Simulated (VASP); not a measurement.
A run of VASP 6.6.1:

File INCAR:

```
ALGO     = Normal         # electronic algorithm
EDIFF    = 1E-6           # SCF threshold, eV
ENCUT    = 500            # plane-wave cutoff, eV
GGA_COMPAT= F            
ISIF     = 2              # what is computed and relaxed
ISMEAR   = -1             # smearing method
LASPH    = T              # aspherical terms in the spheres
LCHARG   = F              # write CHGCAR
LREAL    = F              # projectors in reciprocal space
LWAVE    = F              # write WAVECAR
NBANDS   = 8              # bands
NELM     = 120            # most SCF steps
PREC     = Accurate       # precision mode
SIGMA    = 0.08           # smearing width, eV
```

File KPOINTS:

```
k-points
0
Gamma
  19 19 19
```

File POSCAR:

```
Al
1.0
   -1.4549926304      1.4549926304      1.4549926304
    1.4549926304     -1.4549926304      1.4549926304
    1.4549926304      1.4549926304     -1.4549926304
Al
1
Direct
    0.0000000000      0.0000000000      0.0000000000
```

Potentials or basis: VASP PAW LDA potentials, release 64 (Al).

The run is started by

```sh
$ cat potpaw_LDA.64/Al/POTCAR > POTCAR
$ mpirun -np 1 vasp_std > vasp.out
```

Hardware: 1 thread of Intel Xeon 8259CL, with other jobs on the host.

How long does it take, and how much memory?

Run time: 21 s on 1 thread of Intel Xeon 8259CL, on a shared host, peak memory 0.12 GiB. Counts: scf iterations 9, k points 220.
